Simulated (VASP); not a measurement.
Input of a VASP 6.6.1 run:

Contents of POSCAR:

```
In
1.0
   -1.8440955744      1.8440955744      1.8440955744
    1.8440955744     -1.8440955744      1.8440955744
    1.8440955744      1.8440955744     -1.8440955744
In
1
Direct
    0.0000000000      0.0000000000      0.0000000000
```

Contents of INCAR.step1:

```
SYSTEM = In
ALGO = Normal ; EDIFF = 1E-5
ENCUT = 550 ; GGA = PE
GGA_COMPAT = .False. ; ISMEAR = -1
LASPH = .True. ; LCHARG = .False.
LREAL = .False. ; LWAVE = .True.
NBANDS = 12 ; NELM = 120
PREC = Accurate ; SIGMA = 0.05
```

Contents of INCAR.step2:

```
SYSTEM = In
ALGO = Normal ; EDIFF = 1E-6
ENCUT = 550 ; GGA_COMPAT = .False.
ISIF = 2 ; ISMEAR = -1
ISTART = 1 ; LASPH = .True.
LCHARG = .False. ; LMIXTAU = .True.
LREAL = .False. ; LWAVE = .False.
METAGGA = R2SCAN ; NBANDS = 12
NELM = 120 ; PREC = Accurate
SIGMA = 0.05
```

File KPOINTS:

```
k-points
0
Gamma
  10 10 10
  0 0 0
```

Potentials or basis: VASP PAW PBE potentials, release 64 (In_d).

Launch:

```sh
$ cat potpaw_PBE.64/In_d/POTCAR > POTCAR
$ cp INCAR.step1 INCAR
$ mpirun -np 1 vasp_std > vasp.out
$ cp INCAR.step2 INCAR
$ mpirun -np 1 vasp_std > vasp.out
```

Problem. Estimate the pressure.

Solution. 2.6 GPa.

Caveat: the PAW data sets were made with another functional, which shifts forces and pressure a little.
